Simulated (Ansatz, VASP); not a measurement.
## ZnO in VASP and in Ansatz

File INCAR:

```
PREC = Accurate
ENCUT = 520
EDIFF = 1E-6
ISMEAR = 0
SIGMA = 0.02
LREAL = F
LASPH = T
NELM = 100
ALGO = Normal
ISIF = 2
LWAVE = F
LCHARG = F
GGA = PE
IBRION = 2
NSW = 60
EDIFFG = -0.008
```

Contents of KPOINTS:

```
Automatic mesh
0
Gamma
  12 12 6
```

Contents of POSCAR:

```
ZnO
1.0
    3.2793907632      0.0000000000      0.0000000000
   -1.6396953816      2.8400357098      0.0000000000
    0.0000000000      0.0000000000      4.9756391792
Zn O
2 2
Direct
    0.6666666667      0.3333333333      0.4948741417
    0.3333333333      0.6666666667     -0.0051258583
    0.6666666667      0.3333333333      0.8854358583
    0.3333333333      0.6666666667      0.3854358583
```

Input for Ansatz:

```yaml
crystal:
  lattice:
    - [3.2793907632, 0.0, 0.0]
    - [-1.6396953816, 2.8400357098, 0.0]
    - [0.0, 0.0, 4.9756391792]
  atoms:
    - { symbol: Zn, position: [0.6666666667, 0.3333333333, 0.4948741417] }
    - { symbol: Zn, position: [0.3333333333, 0.6666666667, -0.0051258583] }
    - { symbol: O, position: [0.6666666667, 0.3333333333, 0.8854358583] }
    - { symbol: O, position: [0.3333333333, 0.6666666667, 0.3854358583] }
basis:
  ecutwfc: 420
kpoints:
  mp_grid: { grid: [12, 12, 6] }
hamiltonian:
  xc: pbe
scf:
  occupations: { method: gaussian, width: 0.02 }
output:
  forces: true
  stress: true
  eigenvalues: true
relax:
  adjacent_minimum: "off"
  f_tol: 0.008
  max_steps: 40
```

Change from the starting cell: strain along c alone, the other axes held, atoms relaxed: -6.0 %.

Alike in both runs: task relaxation of the atoms; functional PBE; k mesh 12 × 12 × 6; occupations gaussian, width 0.02 eV; no spin polarisation.

|  | VASP | Ansatz |
| --- | --- | --- |
| version | VASP 6.6.1 | Ansatz 0.2.0 |
| potentials or method | VASP PAW PBE potentials, release 64 (Zn, O), cutoff 520 eV | scalar-relativistic, plane waves, PAW |
| valence electrons in the cell | 36 | 36 |

|  | VASP | Ansatz | Ansatz less VASP |
| --- | --- | --- | --- |
| gap on the k mesh at the Fermi level, each at its own relaxed structure (eV) | 0.88 | 0.90 | +0.015 |

Ansatz's warnings: stress scf threshold loose.
